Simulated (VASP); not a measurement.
# Na32H33 (a cell with a defect) in VASP: relaxation of the atoms with PBEsol

Aim: the relaxation of the atoms of Na32H33 (a cell with a defect) with PBEsol.

Program: VASP 6.6.1. These are calculated values, not measurements. Logs are shortened: lines on timing, memory, paths and dates and some standing lists are left out, and cuts for length are marked.

## 1. The cell of the first run

The cell holds a defect, 65 atoms: a = 9.586 Å, b = 9.586 Å, c = 9.586 Å, α = 90.00°, β = 90.00°, γ = 90.00°.

## 2. Relaxation of the atoms, PBEsol

Input file INCAR:

```
PREC = Accurate
ENCUT = 450
EDIFF = 1E-7
ISMEAR = -1
SIGMA = 0.05
LREAL = Auto
LASPH = T
NELM = 120
ALGO = Normal
ISIF = 2
LWAVE = F
LCHARG = F
GGA = PS
IBRION = 2
NSW = 100
EDIFFG = -0.03
NELECT = 256.0
ISYM = -1
GGA_COMPAT = F
NELMIN = 4
```

Input file KPOINTS:

```
explicit points
1
Reciprocal
  0.25000000   0.25000000   0.25000000 1
```

Input file POSCAR:

```
Na32H33
1.0
    9.5855340000      0.0000000000      0.0000000000
    0.0000000000      9.5855340000      0.0000000000
    0.0000000000      0.0000000000      9.5855340000
H Na
33 32
Direct
    0.2462980000      0.0024460000      0.9974200000
    0.2524480000      0.9983890000      0.4997710000
    0.2507360000      0.5012540000      0.0017580000
    0.2478730000      0.5019020000      0.4988610000
    0.7496700000      0.0020610000      0.9983710000
    0.7523170000      0.9999350000      0.5003290000
    0.7506240000      0.4959060000      0.0025490000
    0.7455460000      0.4955110000      0.5005420000
    0.0018400000      0.2527830000      0.9976950000
    0.0021730000      0.2540740000      0.4998660000
    0.9999720000      0.7504370000      0.9984140000
    0.9998250000      0.7499780000      0.5033170000
    0.5001740000      0.2495890000      0.0012890000
    0.4998650000      0.2474700000      0.4971750000
    0.4994150000      0.7505640000      0.9971000000
    0.5010970000      0.7493280000      0.5019270000
    0.0032810000      0.0003780000      0.2486870000
    0.9996820000      0.9969310000      0.7515390000
    0.9963450000      0.5023550000      0.2500680000
    0.9992830000      0.5041340000      0.7530770000
    0.4980100000      0.0008970000      0.2532880000
    0.5025190000      0.9978510000      0.7517530000
    0.5002770000      0.4973450000      0.2479060000
    0.4991620000      0.5005640000      0.7536970000
    0.2488570000      0.2467340000      0.2493730000
    0.2494700000      0.2523010000      0.7540740000
    0.2459700000      0.7529760000      0.2486540000
    0.2505370000      0.7493320000      0.7541010000
    0.7474790000      0.2495290000      0.2489090000
    0.7507960000      0.2509990000      0.7540670000
    0.7471160000      0.7483280000      0.2511920000
    0.7488440000      0.7510510000      0.7462710000
    0.1230960000      0.3714970000      0.3771490000
    0.0041290000      0.9988010000      0.0030250000
    0.0025350000      0.0001900000      0.5040570000
    0.0009070000      0.4963290000      0.9985200000
    0.9972090000      0.4983260000      0.5051050000
    0.5030150000      0.0007600000      0.9977550000
    0.4999230000      0.0007730000      0.5016920000
    0.4974820000      0.4978980000      0.0008830000
    0.4977300000      0.5015380000      0.5002300000
    0.2484060000      0.2495170000      0.0042170000
    0.2466030000      0.2517240000      0.4994790000
    0.2491340000      0.7507460000      0.9979990000
    0.2450260000      0.7491580000      0.5008820000
    0.7507040000      0.2518030000      0.0010430000
    0.7515670000      0.2508480000      0.5010710000
    0.7516900000      0.7486940000      0.9989570000
    0.7542060000      0.7476210000      0.4985880000
    0.2513380000      0.9998700000      0.2509790000
    0.2517410000      0.0035920000      0.7475780000
    0.2504050000      0.5020320000      0.2438230000
    0.2499060000      0.5003440000      0.7504780000
    0.7463960000      0.0005550000      0.2479350000
    0.7525120000      0.9994880000      0.7507400000
    0.7489390000      0.5050500000      0.2490710000
    0.7505860000      0.4996970000      0.7500820000
    0.0001340000      0.2483160000      0.2547440000
    0.9990760000      0.2535360000      0.7497060000
    0.9985490000      0.7498880000      0.2521790000
    0.9999650000      0.7474780000      0.7495480000
    0.5008880000      0.2490180000      0.2462690000
    0.5003040000      0.2494890000      0.7526500000
    0.5024690000      0.7515740000      0.2468670000
    0.5035240000      0.7461950000      0.7475780000
```

Potentials or basis: VASP PAW PBE potentials, release 64 (H, Na_pv).

Launch:

```console
cat potpaw_PBE.64/H/POTCAR potpaw_PBE.64/Na_pv/POTCAR > POTCAR
mpirun -np 1 vasp_std > vasp.out
```

OUTCAR:

```text
PREC = Accurate
   ENCUT = 450
   EDIFF = 1E-7
   ISMEAR = -1
   LREAL = Auto
   LASPH = T
   NELM = 120
   ISIF = 2
   GGA = PS
   IBRION = 2
   NSW = 100
   EDIFFG = -0.03
   NELECT = 256.0
   ISYM = -1
   NELMIN = 4

 ion  position               nearest neighbor table
   1  0.246  0.002  0.997-
   2  0.252  0.998  0.500-
   3  0.251  0.501  0.002-
   4  0.248  0.502  0.499-
   5  0.750  0.002  0.998-
   6  0.752  1.000  0.500-
[... 57 lines left out ...]
  64  0.502  0.752  0.247-
  65  0.504  0.746  0.748-

IMPORTANT INFORMATION: All symmetrisations will be switched off!
NOSYMM: (Re-)initialisation of all symmetry stuff for point group C_1.

----------------------------------------------------------------------------------------

                                     Primitive cell

  volume of cell :     880.7425

  direct lattice vectors                    reciprocal lattice vectors
     9.585534000  0.000000000  0.000000000     0.104323870  0.000000000  0.000000000
     0.000000000  9.585534000  0.000000000     0.000000000  0.104323870  0.000000000
     0.000000000  0.000000000  9.585534000     0.000000000  0.000000000  0.104323870

  length of vectors
     9.585534000  9.585534000  9.585534000     0.104323870  0.104323870  0.104323870

  position of ions in fractional coordinates (direct lattice)
     0.246298000  0.002446000  0.997420000
     0.252448000  0.998389000  0.499771000
     0.250736000  0.501254000  0.001758000
     0.247873000  0.501902000  0.498861000
     0.749670000  0.002061000  0.998371000
     0.752317000  0.999935000  0.500329000
[... 57 lines left out ...]
     0.502469000  0.751574000  0.246867000
     0.503524000  0.746195000  0.747578000

  ion indices of the primitive-cell ions
   primitive index   ion index
                 1           1
                 2           2
                 3           3
                 4           4
                 5           5
                 6           6
[... 57 lines left out ...]
                64          64
                65          65

----------------------------------------------------------------------------------------

 KPOINTS: explicit points

Read explicit list of k-points.

 Found      1 k-points:

 Following reciprocal coordinates:
            Coordinates               Weight
  0.250000  0.250000  0.250000      1.000000
   k-points           NKPTS =      1   k-points in BZ     NKDIM =      1   number of bands    NBANDS=    161
   number of dos      NEDOS =    301   number of ions     NIONS =     65
   total plane-waves  NPLWV = 343000
   dimension x,y,z NGX =    70 NGY =   70 NGZ =   70
   dimension x,y,z NGXF=   140 NGYF=  140 NGZF=  140
   ions per type =              33  32
   NGX,Y,Z   is equivalent  to a cutoff of  12.14, 12.14, 12.14 a.u.
   NGXF,Y,Z  is equivalent  to a cutoff of  24.28, 24.28, 24.28 a.u.
 SYSTEM =  unknown system
   PREC   = accura    normal or accurate (medium, high low for compatibility)
   ISTART =      0    job   : 0-new  1-cont  2-samecut
   ICHARG =      2    charge: 1-file 2-atom 10-const
   ISPIN  =      1    spin polarized calculation?
   LNONCOLLINEAR =      F non collinear calculations
   LSORBIT =      F    spin-orbit coupling
   LASPH  =      T    aspherical Exc in radial PAW
   ENCUT  =  450.0 eV  33.07 Ry    5.75 a.u.  16.58 16.58 16.58*2*pi/ulx,y,z
   NELM   =    120;   NELMIN=  4; NELMDL= -5     # of ELM steps
   EDIFF  = 0.1E-06   stopping-criterion for ELM
   LREAL  =      T    real-space projection
   EDIFFG = -.3E-01   stopping-criterion for IOM
   NSW    =    100    number of steps for IOM
   IBRION =      2    ionic relax: 0-MD 1-quasi-New 2-CG
   NFREE  =      1    steps in history (QN), initial steepest desc. (CG)
   ISIF   =      2    stress and relaxation
   ISYM   =     -1    0-nonsym 1-usesym 2-fastsym
   POTIM  = 0.5000    time-step for ionic-motion
   TEBEG  =    0.0;   TEEND  =   0.0 temperature during run
   PSTRESS=    0.0 pullay stress
   NELECT =     256.0000    total number of electrons
   NUPDOWN=      -1.0000    fix difference up-down
   EMIN   =  10.00;   EMAX   =-10.00  energy-range for DOS
   EFERMI =   0.00;   METHOD = LEGACY
   ISMEAR =    -1;   SIGMA  =   0.05  broadening in eV -4-tet -1-fermi 0-gaus
   EFERMI_NEDOS =   21; number of points for ismear=-14 and -15
   IALGO  =     38    algorithm
   IMIX   =      4    mixing-type and parameters
     AMIX     =   0.40;   BMIX     =  1.00
     AMIX_MAG =   1.60;   BMIX_MAG =  1.00
  volume/ion in A,a.u.               =      13.55        91.44
  Fermi-wavevector in a.u.,A,eV,Ry     =   1.084439  2.049293 16.000563  1.176008
  Thomas-Fermi vector in A             =   2.220529
   LORBIT       =      0    0 simple, 1 ext, 2 COOP (PROOUT), +10 PAW based schemes
   GGA     = PS    functional components
   LHFCALC =     F    Hartree Fock is set to
   AEXX    =    0.0000 exact exchange contribution
   IVDW    =     0    specifies the selected vdW correction
   LEPSILON=     F    determine dielectric tensor
   LRPA    =     F    only Hartree local field effects (RPA)
 conjugate gradient relaxation of ions
 non-spin polarized calculation
  energy-cutoff  :      450.00
  volume of cell :      880.74
 maximum number of plane-waves:     19084
 NGX is ok and might be reduce to    70
   NGX = 33   NGY = 33   NGZ = 33

--------------------------------------- Ionic step        1  -------------------------------------------

 number of electron     256.0000000 magnetization

 Free energy of the ion-electron system (eV)
  ---------------------------------------------------
  ext. energy  EPLUGINS =         0.00000000
  ---------------------------------------------------
  free energy    TOTEN  =      -163.44587788 eV

  energy without entropy =     -163.44231050  energy(sigma->0) =     -163.44409419

------------------------ aborting loop because EDIFF is reached ----------------------------------------

  FORCE on cell =-STRESS in cart. coord.  units (eV):
  Direction    XX          YY          ZZ          XY          YZ          ZX
  --------------------------------------------------------------------------------------
  -------------------------------------------------------------------------------------
  Total       -4.2669450     -4.3248858     -4.2809813     -0.2555641     -0.0867450      0.1841568
  in kB       -7.7620904     -7.8674916     -7.7876240     -0.4649021     -0.1577997      0.3350035
  external PRESSURE =      -7.8057353 kB  Pullay stress =       0.0000000 kB
[... 278 lines left out ...]
  FREE ENERGIE OF THE ION-ELECTRON SYSTEM (eV)
  ---------------------------------------------------
  free  energy   TOTEN  =      -164.0438827140 eV

  energy  without entropy=     -164.0438773487  energy(sigma->0) =     -164.04388003

 E-fermi :  -0.1306     XC(G=0):  -7.9664

 val. band max:       -1.1870951422   @ k =   0.2500   0.2500   0.2500
 cond. band min:       0.8560506602   @ k =   0.2500   0.2500   0.2500
 fundamental gap:      2.0431458024
 Fermi energy:        -0.1306270860

 k-point     1 :       0.2500    0.2500    0.2500
  band No.  band energies     occupation
      1     -23.0607      2.00000
      2     -23.0477      2.00000
      3     -23.0435      2.00000
      4     -23.0386      2.00000
      5     -23.0374      2.00000
      6     -23.0340      2.00000
[... 132 lines left out ...]
    139       3.9791      0.00000
    140       4.1263      0.00000
 [bands above 140 left out]

[... ionic steps 4 to 65 ...]

--------------------------------------- Ionic step       66  -------------------------------------------

 number of electron     256.0000019 magnetization

------------------------ aborting loop because EDIFF is reached ----------------------------------------

  FORCE on cell =-STRESS in cart. coord.  units (eV):
  Direction    XX          YY          ZZ          XY          YZ          ZX
  --------------------------------------------------------------------------------------
  -------------------------------------------------------------------------------------
  Total       -3.0753697     -3.1054675     -3.1098581     -0.4314429      0.1392088      0.1704492
  in kB       -5.5944703     -5.6492220     -5.6572090     -0.7848469      0.2532377      0.3100678
  external PRESSURE =      -5.6336338 kB  Pullay stress =       0.0000000 kB
[... 183 lines left out ...]
  energy  without entropy=     -166.1537820841  energy(sigma->0) =     -166.15378208

--------------------------------------- Ionic step       68  -------------------------------------------

 number of electron     256.0000025 magnetization

 Free energy of the ion-electron system (eV)
  ---------------------------------------------------
  ext. energy  EPLUGINS =         0.00000000
  ---------------------------------------------------
  free energy    TOTEN  =      -166.15608267 eV

  energy without entropy =     -166.15608267  energy(sigma->0) =     -166.15608267

 E-fermi :   0.1392     XC(G=0):  -7.9529

 val. band max:       -1.1147030014   @ k =   0.2500   0.2500   0.2500
 cond. band min:       2.3533516534   @ k =   0.2500   0.2500   0.2500
 fundamental gap:      3.4680546548
 Fermi energy:         0.1392442255

 k-point     1 :       0.2500    0.2500    0.2500
  band No.  band energies     occupation
      1     -23.1889      2.00000
      2     -23.1769      2.00000
      3     -23.1757      2.00000
      4     -23.1623      2.00000
      5     -23.1528      2.00000
      6     -23.1497      2.00000
[... 132 lines left out ...]
    139       4.0231      0.00000
    140       4.1203      0.00000
 [bands above 140 left out]

------------------------ aborting loop because EDIFF is reached ----------------------------------------

  FORCE on cell =-STRESS in cart. coord.  units (eV):
  Direction    XX          YY          ZZ          XY          YZ          ZX
  --------------------------------------------------------------------------------------
  -------------------------------------------------------------------------------------
  Total       -3.0925953     -3.1126939     -3.0975037     -0.4484301      0.1764612      0.2005428
  in kB       -5.6258057     -5.6623675     -5.6347348     -0.8157487      0.3210043      0.3648116
  external PRESSURE =      -5.6409694 kB  Pullay stress =       0.0000000 kB
[... 80 lines left out ...]
  FREE ENERGIE OF THE ION-ELECTRON SYSTEM (eV)
  ---------------------------------------------------
  free  energy   TOTEN  =      -166.1560826681 eV

  energy  without entropy=     -166.1560826680  energy(sigma->0) =     -166.15608267

 reached required accuracy - stopping structural energy minimisation
```

Run time: 2.3 h. Hardware: 1 thread of Intel Xeon Platinum 8488C (Sapphire Rapids), shared host; peak memory 0.78 GiB.

Results:

- Free energy: -166.1561 eV
- Energy gained by relaxing: 41.7 meV/atom
- Ionic steps: 68
- Largest force after relaxing: 0.028 eV/Å

Forces on the atoms (eV/Å):
```
H    0.004 -0.008 -0.008
H   -0.010  0.001 -0.004
H    0.002  0.001 -0.003
H   -0.006 -0.003  0.011
H   -0.001  0.000 -0.001
H    0.000  0.004  0.005
H   -0.009  0.007 -0.007
H   -0.003 -0.006 -0.003
H   -0.002 -0.003 -0.004
H   -0.013 -0.015  0.010
H   -0.004  0.007 -0.001
H    0.003  0.009 -0.002
H    0.006 -0.003 -0.006
H    0.003  0.001  0.001
H    0.008  0.007 -0.005
H    0.005  0.009  0.005
H    0.005 -0.003  0.008
H   -0.005  0.005  0.001
H   -0.008 -0.004  0.007
H    0.007 -0.008  0.008
H    0.005 -0.007 -0.006
H   -0.001  0.005 -0.001
H    0.004  0.001  0.000
H    0.005  0.012  0.010
H   -0.005 -0.002  0.004
H   -0.009  0.008  0.001
H   -0.001  0.000  0.001
H    0.014  0.005  0.007
H    0.000  0.003  0.006
H    0.002 -0.005  0.000
H   -0.005  0.004 -0.009
H    0.005 -0.003 -0.003
H   -0.016 -0.016  0.014
Na   0.001 -0.007  0.001
Na  -0.008 -0.007  0.008
Na  -0.001  0.015  0.005
Na   0.009 -0.018 -0.015
Na   0.011  0.005 -0.014
Na   0.002 -0.006  0.000
Na  -0.005 -0.014  0.007
Na  -0.007  0.019  0.001
Na   0.018 -0.004  0.000
Na  -0.016  0.015 -0.017
Na  -0.013 -0.004  0.004
Na   0.017 -0.009  0.001
Na  -0.004  0.002  0.002
Na  -0.004 -0.009  0.004
Na   0.006  0.009 -0.018
Na  -0.008  0.003  0.003
Na   0.009 -0.004 -0.011
Na  -0.006 -0.002  0.002
Na  -0.004  0.003  0.007
Na   0.014  0.009  0.000
Na  -0.001  0.003  0.006
Na  -0.006 -0.010  0.005
Na   0.001  0.004 -0.009
Na  -0.001  0.000  0.000
Na   0.009  0.012  0.006
Na  -0.007 -0.008 -0.004
Na   0.002 -0.010 -0.019
Na   0.002  0.006  0.009
Na  -0.001 -0.004 -0.020
Na   0.000  0.006  0.008
Na  -0.005 -0.008  0.016
Na   0.017  0.012 -0.004
```

Step by step:
```tsv
step	energy change (eV)	largest force (eV/Å)	pressure (GPa)
1	0.0000	0.8786	-0.78
3	-0.5980	0.5151	-0.90
5	-0.6833	0.4746	-0.90
7	-1.0378	0.4186	-0.86
9	-1.0753	0.3949	-0.83
11	-1.2498	1.1264	-0.76
13	-1.3119	1.3250	-0.74
15	-1.5434	0.9300	-0.48
17	-1.5811	0.9205	-0.48
19	-1.8834	0.8438	-0.49
21	-2.2190	5.2692	-0.30
23	-2.3523	2.5587	-0.43
25	-2.4613	1.5423	-0.58
27	-2.4985	0.5910	-0.54
29	-2.5220	0.4908	-0.53
31	-2.5659	0.3105	-0.48
33	-2.5860	0.7325	-0.53
35	-2.6093	0.3908	-0.52
37	-2.6207	0.3236	-0.51
39	-2.6319	0.3739	-0.54
41	-2.6472	0.3991	-0.52
43	-2.6586	0.3368	-0.55
45	-2.6655	0.1173	-0.54
47	-2.6765	0.2661	-0.55
49	-2.6798	0.4865	-0.56
51	-2.6851	0.1991	-0.55
53	-2.6861	0.1070	-0.54
55	-2.6884	0.0871	-0.54
57	-2.6958	0.0980	-0.56
59	-2.6999	0.1639	-0.56
61	-2.7013	0.0903	-0.57
63	-2.7058	0.1704	-0.57
65	-2.7067	0.1426	-0.56
67	-2.7079	0.0859	-0.56
68	-2.7102	0.0278	-0.56
```

Final structure:
```
H Na
1.0
     9.58553    0.00000    0.00000
     0.00000    9.58553    0.00000
     0.00000    0.00000    9.58553
H Na
33 32
Direct
  0.24897 0.00301 0.99982
  0.24811 0.00508 0.49970
  0.24871 0.49898 0.99957
  0.24394 0.49365 0.49894
  0.75275 0.00293 0.99862
  0.75819 0.00806 0.49796
  0.75275 0.49897 0.99954
  0.75542 0.49782 0.49941
  0.00085 0.25110 0.99686
  0.00510 0.25606 0.49671
  0.00084 0.75070 0.99936
  0.00042 0.75388 0.49941
  0.50044 0.25103 0.99979
  0.50397 0.25047 0.49949
  0.50017 0.75040 0.99951
  0.50051 0.75030 0.49890
  0.00045 0.00572 0.25257
  0.00229 0.00807 0.74210
  0.00100 0.49408 0.25617
  0.00035 0.49758 0.74425
  0.50062 0.00289 0.25128
  0.50180 0.00231 0.74766
  0.50039 0.49901 0.25093
  0.50043 0.49831 0.74712
  0.24355 0.25077 0.25704
  0.24781 0.25026 0.74504
  0.24887 0.75095 0.25094
  0.24820 0.75050 0.74729
  0.75525 0.25085 0.25266
  0.75802 0.25227 0.74222
  0.75251 0.75092 0.25124
  0.75216 0.75189 0.74770
  0.05199 0.30119 0.44934
  0.00104 0.99758 0.99774
  0.00298 0.98198 0.49740
  0.00080 0.50393 0.99921
  0.99738 0.52827 0.50276
  0.50026 0.99972 0.00010
  0.50267 0.99720 0.49911
  0.50043 0.50205 0.99932
  0.50109 0.50343 0.49910
  0.25358 0.25121 0.99949
  0.27836 0.24675 0.50372
  0.25187 0.75056 0.99966
  0.25360 0.75139 0.49899
  0.74712 0.25114 0.99787
  0.73170 0.25308 0.49750
  0.74942 0.75060 0.00004
  0.74729 0.75246 0.49899
  0.25044 0.00140 0.24997
  0.25192 0.00050 0.74971
  0.24959 0.49945 0.25036
  0.25002 0.50028 0.74897
  0.75058 0.00078 0.24839
  0.75221 0.00231 0.74807
  0.75091 0.50087 0.24972
  0.75055 0.50172 0.74944
  0.99697 0.24735 0.22268
  0.00287 0.25295 0.76930
  0.00081 0.75176 0.24653
  0.00061 0.75235 0.75266
  0.50103 0.25121 0.24684
  0.50254 0.25058 0.75299
  0.50029 0.75071 0.24778
  0.49985 0.75011 0.75033
```

Caveat: the cell carries a net charge on a neutralising background, which shifts energy and pressure; the cell is charged against a uniform background, so pressure and absolute levels hang on convention; the PAW data sets were made with another functional, which shifts forces and pressure a little.
